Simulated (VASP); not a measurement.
# Be (P2_1/m) in VASP: further runs, part 2 of 3

VASP 6.6.1. Earlier steps stand in the parts before.

### 3 Single point, PBE+D3(BJ) (atoms displaced along a vibrational mode, the cell strained)

Input file INCAR:

```
SYSTEM = Be
ALGO = Fast ; EDIFF = 1E-6
ENCUT = 520 ; GGA = PE
ISIF = 2 ; ISMEAR = 0
IVDW = 12 ; LASPH = .TRUE.
LCHARG = .FALSE. ; LREAL = .FALSE.
LWAVE = .FALSE. ; NBANDS = 9
NELM = 80 ; PREC = Accurate
SIGMA = 0.15
```

Input file KPOINTS:

```
k-points
0
G
  24 24 12
  0 0 0
```

Input file POSCAR:

```
Be
1.0
    2.2695515441      0.0000000000      0.0000000000
   -1.1347757721      1.9654892924      0.0000000000
    0.0000000000      0.0000000000      3.5876080252
Be
2
Direct
    0.3176165720      0.6666666667      0.2500000000
    0.6823834280      0.3333333333      0.7500000000
```

Potentials or basis: VASP PAW PBE potentials, release 64 (Be).

Launch:

```console
> cat potpaw_PBE.64/Be/POTCAR > POTCAR
> mpirun -np 1 vasp_std > vasp.out
```

OUTCAR:

```text
SYSTEM = Be
   EDIFF = 1E-6
   ENCUT = 520
   GGA = PE
   ISIF = 2
   ISMEAR = 0
   IVDW = 12
   LASPH = .TRUE.
   LREAL = .FALSE.
   NELM = 80
   PREC = Accurate
 IVDW          = 12

 ion  position               nearest neighbor table
   1  0.318  0.667  0.250-   2 2.19   2 2.19   2 2.22   2 2.22   2 2.26   2 2.26
   2  0.682  0.333  0.750-   1 2.19   1 2.19   1 2.22   1 2.22   1 2.26   1 2.26

  LATTYP: Found a hexagonal cell.
 ALAT       =     2.2695515441
 C/A-ratio  =     1.5807563545

  Lattice vectors:

 A1 = (   2.2695515441,   0.0000000000,   0.0000000000)
 A2 = (  -1.1347757721,   1.9654892924,   0.0000000000)
 A3 = (   0.0000000000,   0.0000000000,   3.5876080252)

Analysis of symmetry for initial positions (statically):
=====================================================================
 Subroutine PRICEL returns:
 Original cell was already a primitive cell.

 Routine SETGRP: Setting up the symmetry group for a
 hexagonal supercell.

 Subroutine GETGRP returns: Found  4 space group operations
 (whereof  2 operations were pure point group operations)
 out of a pool of 24 trial point group operations.

The static configuration has the point symmetry S_2 .
 The point group associated with its full space group is C_2h.

Analysis of symmetry for dynamics (positions and initial velocities):
=====================================================================
 Subroutine PRICEL returns:
 Original cell was already a primitive cell.

 Routine SETGRP: Setting up the symmetry group for a
 hexagonal supercell.

 Subroutine GETGRP returns: Found  4 space group operations
 (whereof  2 operations were pure point group operations)
 out of a pool of 24 trial point group operations.

The dynamic configuration has the point symmetry S_2 .
 The point group associated with its full space group is C_2h.

 Subroutine INISYM returns: Found  4 space group operations
 (whereof  2 operations are pure point group operations),
 and found     1 'primitive' translations

----------------------------------------------------------------------------------------

                                     Primitive cell

  volume of cell :      16.0035

  direct lattice vectors                    reciprocal lattice vectors
     2.269551544  0.000000000  0.000000000     0.440615681  0.254389582  0.000000000
    -1.134775772  1.965489292  0.000000000     0.000000000  0.508779164  0.000000000
     0.000000000  0.000000000  3.587608025     0.000000000  0.000000000  0.278737251

  length of vectors
     2.269551544  2.269551544  3.587608025     0.508779164  0.508779164  0.278737251

  position of ions in fractional coordinates (direct lattice)
     0.317616572  0.666666667  0.250000000
     0.682383428  0.333333333  0.750000000

  ion indices of the primitive-cell ions
   primitive index   ion index
                 1           1
                 2           2

----------------------------------------------------------------------------------------

 KPOINTS: k-points

Automatic generation of k-mesh.
 Grid dimensions read from file:
 generate k-points for:   24   24   12

 Generating k-lattice:

[... 23 lines left out ...]
  0.000000  0.083333  0.000000      2.000000
[... 16 lines left out ...]
  0.333333 -0.000000  0.000000      2.000000
  0.000000  0.333333  0.000000      2.000000
 [... further k-points ...]
   k-points           NKPTS =   2030   k-points in BZ     NKDIM =   2030   number of bands    NBANDS=      9
   number of dos      NEDOS =    301   number of ions     NIONS =      2
   total plane-waves  NPLWV =   9072
   dimension x,y,z NGX =    18 NGY =   18 NGZ =   28
   dimension x,y,z NGXF=    36 NGYF=   36 NGZF=   56
   ions per type =               2
   NGX,Y,Z   is equivalent  to a cutoff of  13.19, 13.19, 12.97 a.u.
   NGXF,Y,Z  is equivalent  to a cutoff of  26.37, 26.37, 25.95 a.u.
 SYSTEM =  Be
   PREC   = accura    normal or accurate (medium, high low for compatibility)
   ISTART =      0    job   : 0-new  1-cont  2-samecut
   ICHARG =      2    charge: 1-file 2-atom 10-const
   ISPIN  =      1    spin polarized calculation?
   LNONCOLLINEAR =      F non collinear calculations
   LSORBIT =      F    spin-orbit coupling
   LASPH  =      T    aspherical Exc in radial PAW
   ENCUT  =  520.0 eV  38.22 Ry    6.18 a.u.   4.22  4.22  6.67*2*pi/ulx,y,z
   NELM   =     80;   NELMIN=  2; NELMDL= -5     # of ELM steps
   EDIFF  = 0.1E-05   stopping-criterion for ELM
   LREAL  =      F    real-space projection
   EDIFFG = 0.1E-04   stopping-criterion for IOM
   NSW    =      0    number of steps for IOM
   IBRION =     -1    ionic relax: 0-MD 1-quasi-New 2-CG
   NFREE  =      0    steps in history (QN), initial steepest desc. (CG)
   ISIF   =      2    stress and relaxation
   ISYM   =      2    0-nonsym 1-usesym 2-fastsym
   POTIM  = 0.5000    time-step for ionic-motion
   TEBEG  =    0.0;   TEEND  =   0.0 temperature during run
   PSTRESS=    0.0 pullay stress
   NELECT =       4.0000    total number of electrons
   NUPDOWN=      -1.0000    fix difference up-down
   EMIN   =  10.00;   EMAX   =-10.00  energy-range for DOS
   EFERMI =   0.00;   METHOD = LEGACY
   ISMEAR =     0;   SIGMA  =   0.15  broadening in eV -4-tet -1-fermi 0-gaus
   EFERMI_NEDOS =   21; number of points for ismear=-14 and -15
   IALGO  =     68    algorithm
   IMIX   =      4    mixing-type and parameters
     AMIX     =   0.40;   BMIX     =  1.00
     AMIX_MAG =   1.60;   BMIX_MAG =  1.00
  volume/ion in A,a.u.               =       8.00        54.00
  Fermi-wavevector in a.u.,A,eV,Ry     =   1.031232  1.948745 14.468964  1.063439
  Thomas-Fermi vector in A             =   2.165370
   LORBIT       =      0    0 simple, 1 ext, 2 COOP (PROOUT), +10 PAW based schemes
   GGA     = PE    functional components
   LHFCALC =     F    Hartree Fock is set to
   AEXX    =    0.0000 exact exchange contribution
   IVDW    =    12    specifies the selected vdW correction
   LEPSILON=     F    determine dielectric tensor
   LRPA    =     F    only Hartree local field effects (RPA)
 non-spin polarized calculation
 RMM-DIIS sequential band-by-band and
 Gauss-broadening in eV      SIGMA  =   0.15
  energy-cutoff  :      520.00
  volume of cell :       16.00
 maximum number of plane-waves:       446
 NGX is ok and might be reduce to    18
   NGX =  9   NGY =  9   NGZ = 13

 number of electron       4.0000000 magnetization

 Free energy of the ion-electron system (eV)
  ---------------------------------------------------
  ext. energy  EPLUGINS =         0.00000000
  ---------------------------------------------------
  free energy    TOTEN  =        -7.52338480 eV

  energy without entropy =       -7.52116742  energy(sigma->0) =       -7.52227611

 E-fermi :   6.9320     XC(G=0): -10.5662

 val. band max:        6.9284024609   @ k =   0.4583   0.2917   0.0833
 cond. band min:       6.9398250377   @ k =   0.2917   0.2917   0.0000
 fundamental gap:      0.0114225768
 Fermi energy:         6.9320216446

 k-point     1 :       0.0000    0.0000    0.0000
  band No.  band energies     occupation
      1      -4.3582      2.00000
      2       2.4906      2.00000
      3       7.9333      0.00000
      4      22.6372      0.00000
      5      23.1002      0.00000
      6      25.2893      0.00000
      7      26.0065      0.00000
      8      27.5739      0.00000
      9      33.8579      0.00000
[... 265 lines left out ...]
 k-point    24 :       0.0000    0.3333    0.0000
  band No.  band energies     occupation
      1      -1.1741      2.00000
      2       6.6008      1.99821
      3       7.3899      0.00002
      4      13.1508      0.00000
      5      17.3117      0.00000
      6      19.0352      0.00000
      7      20.4109      0.00000
      8      24.1604      0.00000
      9      26.8032      0.00000

 [... further k-points ...]

------------------------ aborting loop because EDIFF is reached ----------------------------------------

 Edisp (eV)   -0.70136

 E8    (eV) :    -0.2428

  FORCE on cell =-STRESS in cart. coord.  units (eV):
  Direction    XX          YY          ZZ          XY          YZ          ZX
  --------------------------------------------------------------------------------------
  -------------------------------------------------------------------------------------
  Total      -0.80392    -0.79233    -0.95122     0.17848     0.00000     0.00000
  in kB     -80.48373   -79.32303   -95.23091    17.86809     0.00000     0.00000
  external pressure =      -85.01 kB  Pullay stress =        0.00 kB

 VOLUME and BASIS-vectors are now :
 -----------------------------------------------------------------------------
  energy-cutoff  :      520.00
  volume of cell :       16.00
      direct lattice vectors                 reciprocal lattice vectors
     2.269551544  0.000000000  0.000000000     0.440615681  0.254389582  0.000000000
    -1.134775772  1.965489292  0.000000000     0.000000000  0.508779164  0.000000000
     0.000000000  0.000000000  3.587608025     0.000000000  0.000000000  0.278737251

 POSITION                                       TOTAL-FORCE (eV/Angst)
 -----------------------------------------------------------------------------------
     -0.03567      1.31033      0.89690         0.245113      0.019871      0.000000
      1.17045      0.65516      2.69071        -0.245113     -0.019871      0.000000
 -----------------------------------------------------------------------------------
    total drift:                                0.000000     -0.000000      0.000000

  FREE ENERGIE OF THE ION-ELECTRON SYSTEM (eV)
  ---------------------------------------------------
  free  energy   TOTEN  =        -8.2247431751 eV

  energy  without entropy=       -8.2225257979  energy(sigma->0) =       -8.22363449
```

OSZICAR:

```text
N       E                     dE             d eps       ncg     rms          rms(c)
DAV:   1    -0.287966372638E+01   -0.28797E+01   -0.17719E+03 36788   0.364E+02
DAV:   2    -0.753043517074E+01   -0.46508E+01   -0.45295E+01 54920   0.538E+01
DAV:   3    -0.758561272575E+01   -0.55178E-01   -0.54697E-01 41566   0.385E+00
DAV:   4    -0.758569874453E+01   -0.86019E-04   -0.86014E-04 45323   0.158E-01
DAV:   5    -0.758569879311E+01   -0.48580E-07   -0.48310E-07 40650   0.362E-03    0.120E+00
RMM:   6    -0.754126277032E+01    0.44436E-01   -0.48783E-03 37212   0.735E-01    0.737E-01
RMM:   7    -0.752338254869E+01    0.17880E-01   -0.61631E-03 37942   0.736E-01    0.256E-02
RMM:   8    -0.752338426196E+01   -0.17133E-05   -0.34308E-04 41061   0.173E-01    0.105E-02
RMM:   9    -0.752338808238E+01   -0.38204E-05   -0.13248E-05 43239   0.236E-02    0.302E-03
RMM:  10    -0.752338548048E+01    0.26019E-05   -0.94259E-07 39574   0.650E-03    0.170E-03
RMM:  11    -0.752338479586E+01    0.68461E-06   -0.48238E-08 35229   0.178E-03
   1 F= -.82247432E+01 E0= -.82236345E+01  d E =-.221738E-02
```

stdout:

```text
POSCAR found type information on POSCAR Be
 POSCAR found :  1 types and       2 ions
 scaLAPACK will be used
 LDA part: xc-table for (Slater+PW92), standard interpolation
 POSCAR, INCAR and KPOINTS ok, starting setup
 FFT: planning ... GRIDC
 FFT: planning ... GRID_SOFT
 FFT: planning ... GRID
 WAVECAR not read
 entering main loop
```

It took 2.4 min on 1 thread of Oxide Virtual Turin-like, shared host; peak memory 0.32 GiB.

What came out:

```yaml
Free_energy: -8.2247 eV
Pressure: -8.5 GPa
Largest_force: 0.246 eV/Å
Band_gap_on_the_k_mesh: zero (bands 2 and 3 overlap by 2.07 eV)
Dispersion_energy_per_atom: -0.351 eV
```

Forces on the atoms (eV/Å):
```
Be   0.245  0.020  0.000
Be  -0.245 -0.020  0.000
```

Caveat: the cell differs from its parent crystal (atoms displaced along a vibrational mode, the cell strained); the cell stands under tension.

### 4 Single point, PBE+D3(BJ) (atoms displaced along a vibrational mode)

Input file INCAR:

```
SYSTEM = Be
  PREC = Accurate
  ENCUT = 520
  EDIFF = 1E-6
  ISMEAR = 0
  SIGMA = 0.15
  LREAL = .FALSE.
  LASPH = .TRUE.
  NELM = 60
  ALGO = Fast
  ISIF = 2
  LWAVE = .FALSE.
  LCHARG = .TRUE.
  GGA = PE
  IVDW = 12
  LELF = .TRUE.
  LVHAR = .TRUE.
  NBANDS = 9
```

Input file KPOINTS:

```
regular mesh
0
G
  24 24 12
  0 0 0
```

Input file POSCAR:

```
Be
1.0
    2.2141966284      0.0000000000      0.0000000000
   -1.1070983142      1.9175505292      0.0000000000
    0.0000000000      0.0000000000      3.5001053904
Be
2
Direct
    0.3176165720      0.6666666667      0.2500000000
    0.6823834280      0.3333333333      0.7500000000
```

Launch:

```console
> cat potpaw_PBE.64/Be/POTCAR > POTCAR
> mpirun -np 1 vasp_std > vasp.out
```

Wall time 96 s (1 thread of Oxide Virtual Turin-like, shared host); peak memory 0.3 GiB.

Results (log left out):

```yaml
Free_energy: -8.2557 eV
Pressure: 0.3 GPa
Largest_force: 0.272 eV/Å
Band_gap_on_the_k_mesh: zero (bands 2 and 3 overlap by 2.16 eV)
Dispersion_energy_per_atom: -0.379 eV
```

Forces in eV/Å, atoms in the order of the input:
```
Be   0.271  0.022  0.000
Be  -0.271 -0.022  0.000
```

Stress tensor (GPa, compression positive):
```
0.36 2.34 0.00
2.34 0.51 0.00
0.00 0.00 0.08
```

Levels at points of the mesh, in eV from the Fermi level:
| k point | band 1 | band 2 | band 3 | band 4 | band 5 | band 6 |
| --- | --- | --- | --- | --- | --- | --- |
| (0.00, 0.00, 0.00) | -11.69 | -4.70 | 1.27 | 16.66 | 17.14 | 19.45 |
| (0.50, 0.00, 0.00) | -5.10 | -3.42 | 4.04 | 6.33 | 7.58 | 9.95 |
| (0.00, 0.50, 0.00) | -5.22 | -3.17 | 3.78 | 6.71 | 7.14 | 9.97 |
| (0.50, 0.50, 0.00) | -5.34 | -2.92 | 3.55 | 6.70 | 7.08 | 9.92 |
| (0.00, 0.00, 0.50) | -9.49 | -9.49 | 11.12 | 11.12 | 18.56 | 18.56 |
| (0.50, 0.00, 0.50) | -3.87 | -3.87 | 1.96 | 1.96 | 12.65 | 12.65 |
| (0.00, 0.50, 0.50) | -3.80 | -3.80 | 1.79 | 1.79 | 12.62 | 12.62 |
| (0.50, 0.50, 0.50) | -3.72 | -3.72 | 1.61 | 1.61 | 12.63 | 12.63 |

Caveat: the cell differs from its parent crystal (atoms displaced along a vibrational mode).

(Continued in part 3 of 3.)
